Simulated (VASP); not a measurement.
**Ir: single point with PBE**

Ir:

```xyz
2
Lattice="2.7753 0.0000 0.0000 -1.3877 2.4035 0.0000 0.0000 0.0000 4.5717" Properties=species:S:1:pos:R:3 pbc="T T T"
Ir    1.3877    0.8012    3.4288
Ir    0.0000    1.6023    1.1429
```

| Item | Value |
| --- | --- |
| Program | VASP 6.6.1 |
| Task | single point |
| Functional | PBE |
| Potentials or basis | VASP PAW PBE potentials, release 64 (Ir) |
| Cutoff | 520 eV |
| k mesh | 18 × 18 × 10 |
| Occupations | gaussian, width 0.15 eV |
| Spin | no spin polarisation |
| Dipole correction | no |
| Further INCAR settings | ALGO = Fast; EDIFF = 1e-06; NBANDS = 16 |

```
Pressure               : -13.6 GPa
Band gap on the k mesh : zero (band 9 reaches 10.16 eV, above the bottom of band 10 at 7.15 eV)
```

Stress tensor (GPa, compression positive):
```
-12.00   0.00   0.00
  0.00 -12.00   0.00
  0.00   0.00 -16.90
```

Levels at points of the mesh, in eV from the Fermi level:
```
           k point  band 7  band 8  band 9  band 10  band 11  band 12
(0.00, 0.00, 0.00)   -2.86   -1.99   -1.99    -0.74     0.26     0.26
(0.50, 0.00, 0.00)   -2.74    0.72    0.79     1.06     2.74     4.13
(0.00, 0.00, 0.50)   -3.48   -3.48   -0.42    -0.42    -0.42    -0.42
(0.50, 0.00, 0.50)   -0.79   -0.79    0.92     0.92     1.92     1.92
```

It took 87 s on 1 thread of AMD EPYC 9R45 96-Core Processor (Zen 5), with other jobs on the host, peak memory 0.19 GiB.

Caveat: spin-orbit coupling is left out, which moves the levels of the heavy elements.
